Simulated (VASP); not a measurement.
Write the native input for VASP 6.6.1 that does the following.

```yaml
Task: single point
Functional: PBE
Potentials_or_basis: VASP PAW PBE potentials, release 64 (K_sv, Re)
Cutoff: 520 eV
k_mesh: 4 × 6 × 4
Occupations: gaussian, width 0.1 eV
Spin: no spin polarisation
Dipole_correction: no
Further_INCAR_settings: ALGO = Normal; EDIFF = 1e-06; NBANDS = 24
```

The structure of KRe lies in POSCAR:

```
KRe
1.0
    4.0154029349      0.0000000000      0.0000000000
    0.0000000000      2.8839296333      0.0000000000
    0.0000000000      0.0000000000     10.4549593164
K Re
2 2
Direct
    0.7500000000      0.0000000000      0.7109797403
    0.2500000000      0.0000000000      0.2890202597
    0.7500000000      0.5000000000      0.0595041632
    0.2500000000      0.5000000000      0.9404958368
```

One way to write it, as run:

INCAR

```
SYSTEM = KRe
PREC = Accurate
ENCUT = 520
EDIFF = 1E-6
ISMEAR = 0
SIGMA = 0.1
LREAL = .FALSE.
LASPH = .TRUE.
NELM = 60
ALGO = Normal
ISIF = 2
LWAVE = .FALSE.
LCHARG = .TRUE.
GGA = PE
LELF = .TRUE.
LVHAR = .TRUE.
NBANDS = 24
```

KPOINTS

```
Automatic mesh
0
G
  4 6 4
  0 0 0
```

Potentials or basis: VASP PAW PBE potentials, release 64 (K_sv, Re).

The run is started by

```console
$ cat potpaw_PBE.64/K_sv/POTCAR potpaw_PBE.64/Re/POTCAR > POTCAR
$ mpirun -np 1 vasp_std > vasp.out
```

Results of the run:

```
Pressure               : -0.5 GPa
Largest force          : 0.233 eV/Å
Band gap on the k mesh : zero (bands 16 and 17 overlap by 1.45 eV)
```

Caveat: the k points lie up to 0.39 Å⁻¹ apart, too coarse for converged energies and pressures of a metal; spin-orbit coupling is left out, which moves the levels of the heavy elements.

Run time: 75 s on 1 thread of Intel(R) Xeon(R) 6975P-C (Granite Rapids), with other jobs on the host, peak memory 0.28 GiB.
